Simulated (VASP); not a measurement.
# Mg (Im-3m) in VASP: single point with PBE

Aim: the single point of Mg with PBE.

Everything below comes from runs of VASP 6.6.1. Logs are shortened: lines on timing, memory, paths and dates and some standing lists are left out, and cuts for length are marked.

## 1. The cell of the first run

The structure is cubic, space group Im-3m (No. 229). Conventional cell: a = 3.546 Å, b = 3.546 Å, c = 3.546 Å, α = 90.00°, β = 90.00°, γ = 90.00°. Mg (site symmetry m-3m) has 14 Mg at 3.07 to 3.55 Å within 4.0 Å.

## 2. Single point, PBE

Contents of INCAR:

```
SYSTEM = Mg
ALGO = Normal
EDIFF = 1E-7
ENCUT = 520
GGA = PE
ISIF = 2
ISMEAR = 0
LASPH = .TRUE.
LCHARG = .TRUE.
LELF = .TRUE.
LREAL = .FALSE.
LVHAR = .TRUE.
LWAVE = .FALSE.
NBANDS = 7
NELM = 100
PREC = Accurate
SIGMA = 0.05
```

Contents of KPOINTS:

```
k-points
0
G
  16 16 16
  0 0 0
```

Contents of POSCAR:

```
Mg
1.0
   -1.7727645000      1.7727645000      1.7727645000
    1.7727645000     -1.7727645000      1.7727645000
    1.7727645000      1.7727645000     -1.7727645000
Mg
1
Direct
    0.0000000000      0.0000000000      0.0000000000
```

Potentials or basis: VASP PAW PBE potentials, release 64 (Mg).

Run with:

```
> cat potpaw_PBE.64/Mg/POTCAR > POTCAR
> mpirun -np 1 vasp_std > vasp.out
```

OUTCAR:

```text
SYSTEM = Mg
   EDIFF = 1E-7
   ENCUT = 520
   GGA = PE
   ISIF = 2
   ISMEAR = 0
   LASPH = .TRUE.
   LREAL = .FALSE.
   NELM = 100
   PREC = Accurate

 ion  position               nearest neighbor table
   1  0.000  0.000  0.000-

  LATTYP: Found a body centered cubic cell.
 ALAT       =     3.5455290000

  Lattice vectors:

 A1 = (  -1.7727645000,   1.7727645000,   1.7727645000)
 A2 = (   1.7727645000,  -1.7727645000,   1.7727645000)
 A3 = (   1.7727645000,   1.7727645000,  -1.7727645000)

Analysis of symmetry for initial positions (statically):
=====================================================================
 Subroutine PRICEL returns:
 Original cell was already a primitive cell.

 Routine SETGRP: Setting up the symmetry group for a
 body centered cubic supercell.

 Subroutine GETGRP returns: Found 48 space group operations
 (whereof 48 operations were pure point group operations)
 out of a pool of 48 trial point group operations.

The static configuration has the point symmetry O_h .

Analysis of symmetry for dynamics (positions and initial velocities):
=====================================================================
 Subroutine PRICEL returns:
 Original cell was already a primitive cell.

 Routine SETGRP: Setting up the symmetry group for a
 body centered cubic supercell.

 Subroutine GETGRP returns: Found 48 space group operations
 (whereof 48 operations were pure point group operations)
 out of a pool of 48 trial point group operations.

The dynamic configuration has the point symmetry O_h .

 Subroutine INISYM returns: Found 48 space group operations
 (whereof 48 operations are pure point group operations),
 and found     1 'primitive' translations

----------------------------------------------------------------------------------------

                                     Primitive cell

  volume of cell :      22.2850

  direct lattice vectors                    reciprocal lattice vectors
    -1.772764500  1.772764500  1.772764500     0.000000000  0.282045359  0.282045359
     1.772764500 -1.772764500  1.772764500     0.282045359  0.000000000  0.282045359
     1.772764500  1.772764500 -1.772764500     0.282045359  0.282045359  0.000000000

  length of vectors
     3.070518184  3.070518184  3.070518184     0.398872372  0.398872372  0.398872372

  position of ions in fractional coordinates (direct lattice)
     0.000000000  0.000000000  0.000000000

  ion indices of the primitive-cell ions
   primitive index   ion index
                 1           1

----------------------------------------------------------------------------------------

 KPOINTS: k-points

Automatic generation of k-mesh.
 Grid dimensions read from file:
 generate k-points for:   16   16   16

 Generating k-lattice:

  Cartesian coordinates                     Fractional coordinates (reciprocal lattice)
     0.000000000  0.017627835  0.017627835     0.062500000  0.000000000  0.000000000
     0.017627835  0.000000000  0.017627835     0.000000000  0.062500000  0.000000000
     0.017627835  0.017627835  0.000000000     0.000000000  0.000000000  0.062500000

  Length of vectors
     0.024929523  0.024929523  0.024929523

  Shift w.r.t. Gamma in fractional coordinates (k-lattice)
     0.000000000  0.000000000  0.000000000

 Subroutine IBZKPT returns following result:
 ===========================================

 Found    145 irreducible k-points:

 Following reciprocal coordinates:
            Coordinates               Weight
  0.000000  0.000000  0.000000      1.000000
  0.062500  0.000000  0.000000     12.000000
  0.125000  0.000000  0.000000     12.000000
  0.187500  0.000000  0.000000     12.000000
  0.250000  0.000000  0.000000     12.000000
  0.312500  0.000000  0.000000     12.000000
[... 16 lines left out ...]
  0.187500  0.187500  0.000000     24.000000
  0.250000  0.187500  0.000000     48.000000
 [... further k-points ...]
   k-points           NKPTS =    145   k-points in BZ     NKDIM =    145   number of bands    NBANDS=      7
   number of dos      NEDOS =    301   number of ions     NIONS =      1
   total plane-waves  NPLWV =  13824
   dimension x,y,z NGX =    24 NGY =   24 NGZ =   24
   dimension x,y,z NGXF=    48 NGYF=   48 NGZF=   48
   ions per type =               1
   NGX,Y,Z   is equivalent  to a cutoff of  12.99, 12.99, 12.99 a.u.
   NGXF,Y,Z  is equivalent  to a cutoff of  25.99, 25.99, 25.99 a.u.
 SYSTEM =  Mg
   PREC   = accura    normal or accurate (medium, high low for compatibility)
   ISTART =      0    job   : 0-new  1-cont  2-samecut
   ICHARG =      2    charge: 1-file 2-atom 10-const
   ISPIN  =      1    spin polarized calculation?
   LNONCOLLINEAR =      F non collinear calculations
   LSORBIT =      F    spin-orbit coupling
   LASPH  =      T    aspherical Exc in radial PAW
   ENCUT  =  520.0 eV  38.22 Ry    6.18 a.u.   5.71  5.71  5.71*2*pi/ulx,y,z
   NELM   =    100;   NELMIN=  2; NELMDL= -5     # of ELM steps
   EDIFF  = 0.1E-06   stopping-criterion for ELM
   LREAL  =      F    real-space projection
   EDIFFG = 0.1E-05   stopping-criterion for IOM
   NSW    =      0    number of steps for IOM
   IBRION =     -1    ionic relax: 0-MD 1-quasi-New 2-CG
   NFREE  =      0    steps in history (QN), initial steepest desc. (CG)
   ISIF   =      2    stress and relaxation
   ISYM   =      2    0-nonsym 1-usesym 2-fastsym
   POTIM  = 0.5000    time-step for ionic-motion
   TEBEG  =    0.0;   TEEND  =   0.0 temperature during run
   PSTRESS=    0.0 pullay stress
   NELECT =       2.0000    total number of electrons
   NUPDOWN=      -1.0000    fix difference up-down
   EMIN   =  10.00;   EMAX   =-10.00  energy-range for DOS
   EFERMI =   0.00;   METHOD = LEGACY
   ISMEAR =     0;   SIGMA  =   0.05  broadening in eV -4-tet -1-fermi 0-gaus
   EFERMI_NEDOS =   21; number of points for ismear=-14 and -15
   IALGO  =     38    algorithm
   IMIX   =      4    mixing-type and parameters
     AMIX     =   0.40;   BMIX     =  1.00
     AMIX_MAG =   1.60;   BMIX_MAG =  1.00
  volume/ion in A,a.u.               =      22.29       150.39
  Fermi-wavevector in a.u.,A,eV,Ry     =   0.732960  1.385094  7.309469  0.537231
  Thomas-Fermi vector in A             =   1.825552
   LORBIT       =      0    0 simple, 1 ext, 2 COOP (PROOUT), +10 PAW based schemes
   GGA     = PE    functional components
   LHFCALC =     F    Hartree Fock is set to
   AEXX    =    0.0000 exact exchange contribution
   IVDW    =     0    specifies the selected vdW correction
   LEPSILON=     F    determine dielectric tensor
   LRPA    =     F    only Hartree local field effects (RPA)
 non-spin polarized calculation
 Gauss-broadening in eV      SIGMA  =   0.05
  energy-cutoff  :      520.00
  volume of cell :       22.29
 maximum number of plane-waves:       616
   NGX = 11   NGY = 11   NGZ = 11

 number of electron       2.0000000 magnetization

 Free energy of the ion-electron system (eV)
  ---------------------------------------------------
  ext. energy  EPLUGINS =         0.00000000
  ---------------------------------------------------
  free energy    TOTEN  =        -1.47589057 eV

  energy without entropy =       -1.47531942  energy(sigma->0) =       -1.47560499

 E-fermi :   2.8272     XC(G=0):  -8.5868

 val. band max:        2.8177713665   @ k =  -0.4375  -0.4375   0.1875
 cond. band min:       2.8757080948   @ k =  -0.4375  -0.4375   0.1250
 fundamental gap:      0.0579367283
 Fermi energy:         2.8271858996

 k-point     1 :       0.0000    0.0000    0.0000
  band No.  band energies     occupation
      1      -4.2666      2.00000
      2      16.0254      0.00000
      3      16.0254      0.00000
      4      16.0254      0.00000
      5      18.0717      0.00000
      6      18.0717      0.00000
      7      18.3225      0.00000

 k-point     2 :       0.0625    0.0000    0.0000
  band No.  band energies     occupation
      1      -4.1728      2.00000
      2      14.9242      0.00000
      3      15.5428      0.00000
      4      15.5906      0.00000
      5      17.1432      0.00000
      6      17.3068      0.00000
      7      18.4710      0.00000

 k-point     3 :       0.1250    0.0000    0.0000
  band No.  band energies     occupation
      1      -3.8919      2.00000
      2      12.8011      0.00000
      3      14.6340      0.00000
      4      14.8248      0.00000
      5      16.1169      0.00000
      6      16.8058      0.00000
      7      18.7164      0.00000

 k-point     4 :       0.1875    0.0000    0.0000
  band No.  band energies     occupation
      1      -3.4256      2.00000
      2      10.6171      0.00000
      3      13.7351      0.00000
      4      14.0951      0.00000
      5      15.2287      0.00000
      6      16.2784      0.00000
      7      19.1683      0.00000

 k-point     5 :       0.2500    0.0000    0.0000
  band No.  band energies     occupation
      1      -2.7767      2.00000
      2       8.5313      0.00000
      3      12.9609      0.00000
      4      13.4785      0.00000
      5      14.4986      0.00000
      6      15.7366      0.00000
      7      19.8049      0.00000

 k-point     6 :       0.3125    0.0000    0.0000
  band No.  band energies     occupation
      1      -1.9492      2.00000
      2       6.5783      0.00000
      3      12.3450      0.00000
      4      12.9939      0.00000
      5      13.9306      0.00000
      6      15.2506      0.00000
      7      20.4168      0.00000

 k-point     7 :       0.3750    0.0000    0.0000
  band No.  band energies     occupation
      1      -0.9487      2.00000
      2       4.7719      0.00000
      3      11.9000      0.00000
      4      12.6467      0.00000
      5      13.5253      0.00000
      6      14.8723      0.00000
      7      21.1298      0.00000

 k-point     8 :       0.4375    0.0000    0.0000
  band No.  band energies     occupation
      1       0.2118      2.00000
      2       3.1274      0.00000
      3      11.6315      0.00000
      4      12.4383      0.00000
      5      13.2824      0.00000
      6      14.6338      0.00000
      7      21.8534      0.00000

 k-point     9 :       0.5000    0.0000    0.0000
  band No.  band energies     occupation
      1       1.2776      2.00000
      2       1.9003      2.00000
      3      11.5418      0.00000
      4      12.3688      0.00000
      5      13.2015      0.00000
      6      14.5525      0.00000
      7      22.2393      0.00000

 k-point    10 :       0.0625    0.0625    0.0000
  band No.  band energies     occupation
      1      -3.9854      2.00000
      2      13.7854      0.00000
      3      14.0679      0.00000
      4      15.1399      0.00000
      5      16.7204      0.00000
      6      17.1401      0.00000
      7      18.7312      0.00000

 k-point    11 :       0.1250    0.0625    0.0000
  band No.  band energies     occupation
      1      -3.6118      2.00000
      2      11.7266      0.00000
      3      13.0236      0.00000
      4      14.3747      0.00000
      5      16.0936      0.00000
      6      17.0030      0.00000
      7      18.4976      0.00000
[... 51 lines left out ...]
 k-point    17 :       0.1250    0.1250    0.0000
  band No.  band energies     occupation
      1      -3.1470      2.00000
      2      10.5433      0.00000
      3      11.1995      0.00000
      4      13.6571      0.00000
      5      16.1331      0.00000
      6      16.9591      0.00000
      7      19.3760      0.00000

 k-point    18 :       0.1875    0.1250    0.0000
  band No.  band energies     occupation
      1      -2.5000      2.00000
      2       8.7057      0.00000
      3      10.2287      0.00000
      4      12.9954      0.00000
      5      15.7551      0.00000
      6      17.1556      0.00000
      7      19.0294      0.00000

 k-point    19 :       0.2500    0.1250    0.0000
  band No.  band energies     occupation
      1      -1.6751      2.00000
      2       6.8021      0.00000
      3       9.6036      0.00000
      4      12.4586      0.00000
      5      15.2754      0.00000
      6      17.4398      0.00000
      7      18.9192      0.00000

 k-point    20 :       0.3125    0.1250    0.0000
  band No.  band energies     occupation
      1      -0.6779      2.00000
      2       5.0168      0.00000
      3       9.1676      0.00000
      4      12.0673      0.00000
      5      14.8955      0.00000
      6      17.4492      0.00000
      7      19.3760      0.00000

 k-point    21 :       0.3750    0.1250    0.0000
  band No.  band energies     occupation
      1       0.4779      2.00000
      2       3.3845      0.00000
      3       8.9072      0.00000
      4      11.8300      0.00000
      5      14.6592      0.00000
      6      17.3429      0.00000
      7      20.1729      0.00000

 k-point    22 :       0.4375    0.1250    0.0000
  band No.  band energies     occupation
      1       1.5332      2.00000
      2       2.1701      2.00000
      3       8.8206      0.00000
      4      11.7505      0.00000
      5      14.5794      0.00000
      6      17.2947      0.00000
      7      20.7446      0.00000

 k-point    23 :       0.1875    0.1875    0.0000
  band No.  band energies     occupation
      1      -1.7663      2.00000
      2       7.7107      0.00000
      3       8.5673      0.00000
      4      12.3925      0.00000
      5      16.0578      0.00000
      6      17.0421      0.00000
      7      20.5022      0.00000

 k-point    24 :       0.2500    0.1875    0.0000
  band No.  band energies     occupation
      1      -0.8581      2.00000
      2       6.1378      0.00000
      3       7.7700      0.00000
      4      11.9210      0.00000
      5      15.9233      0.00000
      6      17.4890      0.00000
      7      20.1913      0.00000

 [... further k-points ...]
[... 5 lines left out ...]
  --------------------------------------------------------------------------------------
  -------------------------------------------------------------------------------------
  Total        0.1307915      0.1307915      0.1307915      0.0000000      0.0000000      0.0000000
  in kB        9.4032289      9.4032289      9.4032289      0.0000000      0.0000000      0.0000000
  external PRESSURE =       9.4032289 kB  Pullay stress =       0.0000000 kB

 VOLUME and BASIS-vectors are now :
 -----------------------------------------------------------------------------
  energy-cutoff  :      520.00
  volume of cell :       22.29
      direct lattice vectors                 reciprocal lattice vectors
    -1.772764500  1.772764500  1.772764500     0.000000000  0.282045359  0.282045359
     1.772764500 -1.772764500  1.772764500     0.282045359  0.000000000  0.282045359
     1.772764500  1.772764500 -1.772764500     0.282045359  0.282045359  0.000000000

 POSITION                                       TOTAL-FORCE (eV/Angst)
 -----------------------------------------------------------------------------------
      0.00000      0.00000      0.00000         0.000000      0.000000      0.000000
 -----------------------------------------------------------------------------------
    total drift:                                0.000000      0.000000      0.000000

  FREE ENERGIE OF THE ION-ELECTRON SYSTEM (eV)
  ---------------------------------------------------
  free  energy   TOTEN  =        -1.4758905670 eV

  energy  without entropy=       -1.4753194175  energy(sigma->0) =       -1.47560499
```

Run time: 8.2 s. Hardware: 1 thread of AMD EPYC 9R45 (Zen 5), shared host; peak memory 0.12 GiB.

Results:

| Quantity | Value |
| --- | --- |
| Free energy | -1.4759 eV |
| Pressure | 0.9 GPa |
| Band gap on the k mesh | zero (band 1 reaches 6.75 eV, above the bottom of band 2 at 1.90 eV) |
